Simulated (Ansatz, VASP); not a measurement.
Two plane-wave programs on Co

```
CELL_PARAMETERS angstrom
2.45590 0.00000 0.00000
-1.22795 2.12687 0.00000
0.00000 0.00000 4.01050
ATOMIC_POSITIONS crystal
Co 0.33333 0.66667 0.25000
Co 0.66667 0.33333 0.75000
```

Alike in both runs: task single point; functional LDA; k mesh 4 × 4 × 3; non-collinear spin.

|  | VASP | Ansatz |
| --- | --- | --- |
| version | VASP 6.6.1 | Ansatz development build ahead of 0.2.0 |
| potentials or method | VASP PAW LDA potentials, release 64 (Co) | PAW (an earlier, plane waves, scalar-relativistic |
| plane-wave cutoff (eV) | 520 | 800 |
| occupations | fermi-dirac, width 0.1 eV | fermi-dirac |

|  | VASP | Ansatz | Ansatz less VASP |
| --- | --- | --- | --- |
| net moment per atom (μB) | 1.46 | 1.48 | +0.022 |
| size of the moment on the site where the two differ most (μB) | 1.46 | 1.49 | +0.034 |

LDA's correlation is that of Perdew and Zunger in VASP and of Perdew and Wang (1992) in Ansatz. Site moments also hang on the region over which each program counts them. Ansatz's warnings: seeded moment not kept.

The k mesh is coarse, so the values compare programs but aren't converged.
